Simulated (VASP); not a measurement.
Write the native input for VASP 6.6.1 that does the following.

- Task: single point
- Functional: PBE
- Potentials or basis: VASP PAW PBE potentials, release 64 (Ti_sv, O)
- Cutoff: 520 eV
- k mesh: 10 × 10 × 10
- Occupations: gaussian, width 0.02 eV
- Spin: no spin polarisation
- Dipole correction: no
- Further INCAR settings: ALGO = Normal; EDIFF = 1e-06; NBANDS = 33

The structure of TiO2 lies in POSCAR:

```
TiO2
1.0
   -1.8778558116      1.8778558116      4.5149509191
    1.8778558116     -1.8778558116      4.5149509191
    1.8778558116      1.8778558116     -4.5149509191
Ti O
2 4
Direct
    0.0000000000      0.0000000000      0.0000000000
    0.7500000000      0.2500000000      0.5000000000
    0.2159550230      0.2159550230      0.0000000000
    0.9659550230      0.4659550230      0.5000000000
    0.5340449770      0.0340449770      0.5000000000
    0.7840449770      0.7840449770      0.0000000000
```

This cell differs from its parent crystal: volume scaled by 0.91, then relaxed in part.

One way to write it, as run:

INCAR

```
  PREC = Accurate
  ENCUT = 520
  EDIFF = 1E-6
  ISMEAR = 0
  SIGMA = 0.02
  LREAL = False
  LASPH = True
  NELM = 80
  ALGO = Normal
  ISIF = 2
  LWAVE = False
  LCHARG = False
  GGA = PE
  NBANDS = 33
```

KPOINTS

```
Automatic mesh
0
Gamma
  10 10 10
```

Potentials or basis: VASP PAW PBE potentials, release 64 (Ti_sv, O).

The run is started by

```bash
$ cat potpaw_PBE.64/Ti_sv/POTCAR potpaw_PBE.64/O/POTCAR > POTCAR
$ mpirun -np 1 vasp_std > vasp.out
```

Results of the run:

| Property | Result |
| --- | --- |
| Pressure | 18.9 GPa |
| Largest force | 0.031 eV/Å |
| Band gap on the k mesh | 1.96 eV, indirect (least direct gap 2.47 eV) |

Wall time 9.9 min on 1 thread of AMD EPYC 7R43 64-Core Processor (Zen 3) (shared host), peak memory 0.31 GiB.
